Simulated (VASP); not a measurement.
Write the native input for VASP 6.6.1 that does the following.

| Property | Result |
| --- | --- |
| Task | single point |
| Functional | PBE |
| Potentials or basis | VASP PAW PBE potentials, release 64 (Hf_pv) |
| Cutoff | 520 eV |
| k mesh | 10 × 10 × 10 |
| Occupations | gaussian, width 0.014 eV |
| Spin | no spin polarisation |
| Dipole correction | no |
| Further INCAR settings | ALGO = Normal; EDIFF = 1e-07; NBANDS = 11 |

The structure of Hf lies in POSCAR:

```
Hf
1.0
   -1.8050000000      1.8050000000      1.8050000000
    1.8050000000     -1.8050000000      1.8050000000
    1.8050000000      1.8050000000     -1.8050000000
Hf
1
Direct
    0.0000000000      0.0000000000      0.0000000000
```

One way to write it, as run:

INCAR

```
SYSTEM = Hf
PREC = Accurate
ENCUT = 520
EDIFF = 1E-7
ISMEAR = 0
SIGMA = 0.014
LREAL = .False.
LASPH = .True.
NELM = 60
ALGO = Normal
ISIF = 2
LWAVE = .False.
LCHARG = .True.
GGA = PE
LELF = .True.
LVHAR = .True.
NBANDS = 11
```

KPOINTS

```
regular mesh
0
Gamma
  10 10 10
  0 0 0
```

Potentials or basis: VASP PAW PBE potentials, release 64 (Hf_pv).

Launch:

```sh
$ cat potpaw_PBE.64/Hf_pv/POTCAR > POTCAR
$ mpirun -np 1 vasp_std > vasp.out
```

Results of the run:

| Item | Value |
| --- | --- |
| Pressure | -5.3 GPa |
| Band gap on the k mesh | zero (band 5 reaches 5.73 eV, above the bottom of band 6 at 3.54 eV) |

Caveat: spin-orbit coupling is left out, which moves the levels of the heavy elements.

Wall time 14 s on 1 thread of Intel Xeon 8259CL, on a shared host, peak memory 0.14 GiB.
